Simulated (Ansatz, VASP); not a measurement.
Two plane-wave programs on As

```
As
1.0
     5.30852    0.00000    0.00000
     0.00000    5.30852    0.00000
     0.00000    0.00000    5.30852
As
8
Direct
  0.50000 0.50000 0.50000
  0.00000 0.00000 0.00000
  0.25000 0.00000 0.50000
  0.50000 0.25000 0.00000
  0.50000 0.75000 0.00000
  0.75000 0.00000 0.50000
  0.00000 0.50000 0.75000
  0.00000 0.50000 0.25000
```

Alike in both runs: functional PBEsol; k mesh 8 × 8 × 8; occupations gaussian, width 0.1 eV; no spin polarisation.

Ansatz relaxed the structure, and its values are those at the end. VASP's run is a single point on that final structure, the one shown.

```csv
,VASP,Ansatz
version,VASP 6.6.1,Ansatz 0.2.0
potentials or method,"VASP PAW PBE potentials, release 64 (As), cutoff 520 eV","scalar-relativistic, plane waves, PAW"
valence electrons in the cell,40,120
```

```csv
,VASP,Ansatz,Ansatz less VASP
gap on the k mesh at the Fermi level (eV),none,none,-
pressure (GPa),0.2,0.0,-0.23
```

VASP's potentials were made for PBE, not for PBEsol. A gap of «none» marks a metal or a gap that the smearing closes. VASP's potentials hold 40 valence electrons a cell and Ansatz's 120, so a difference there can come from the potentials and not from the codes.
